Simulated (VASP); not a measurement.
Input of a VASP 6.6.1 run:

The input POSCAR:

```
Ag
1.0
   -1.6103805100      1.6535326600      1.6181576800
    1.6593070500     -1.6605473000      1.6740988600
    1.6393304800      1.6894972700     -1.6251723200
Ag
1
Direct
    0.0000000000      0.0000000000      0.0000000000
```

The input INCAR.step1:

```
PREC     = Accurate       # precision mode
ENCUT    = 400            # plane-wave cutoff, eV
EDIFF    = 1E-5           # SCF threshold, eV
ISMEAR   = -1             # smearing method
SIGMA    = 0.05           # smearing width, eV
LREAL    = F              # projectors in reciprocal space
LASPH    = T              # aspherical terms in the spheres
NELM     = 120            # most SCF steps
ALGO     = Normal         # electronic algorithm
ISIF     = 2              # what is computed and relaxed
LWAVE    = T              # write WAVECAR
NBANDS   = 12             # bands
GGA      = PE             # functional
GGA_COMPAT= F
```

INCAR.step2

```
PREC     = Accurate       # precision mode
ENCUT    = 400            # plane-wave cutoff, eV
EDIFF    = 1E-6           # SCF threshold, eV
ISMEAR   = -1             # smearing method
SIGMA    = 0.05           # smearing width, eV
LREAL    = F              # projectors in reciprocal space
LASPH    = T              # aspherical terms in the spheres
NELM     = 120            # most SCF steps
ALGO     = Normal         # electronic algorithm
ISIF     = 2              # what is computed and relaxed
LWAVE    = F              # write WAVECAR
LCHARG   = T              # write CHGCAR
GGA      = B3             # functional
LHFCALC  = T              # exact exchange
AEXX     = 0.2            # exact-exchange fraction
AGGAX    = 0.72         
AGGAC    = 0.81         
ALDAC    = 0.19         
PRECFOCK = Normal       
LELF     = T              # ELF
LVHAR    = T            
NBANDS   = 12             # bands
ISTART   = 1            
GGA_COMPAT= F
```

KPOINTS

```
regular mesh
0
Gamma
  6 6 6
```

Potentials or basis: VASP PAW PBE potentials, release 64 (Ag).

The run is started by

```sh
$ cat potpaw_PBE.64/Ag/POTCAR > POTCAR
$ cp INCAR.step1 INCAR
$ mpirun -np 1 vasp_std > vasp.out
$ cp INCAR.step2 INCAR
$ mpirun -np 1 vasp_std > vasp.out
```

Question: Predict the pressure.

Answer: 4.3 GPa.

Stress tensor (GPa, compression positive):
```
3.72 2.75 2.84
2.75 4.03 1.33
2.84 1.33 5.10
```

Caveat: the k points lie up to 0.45 Å⁻¹ apart; the PAW data sets were made with another functional, which shifts forces and pressure a little.
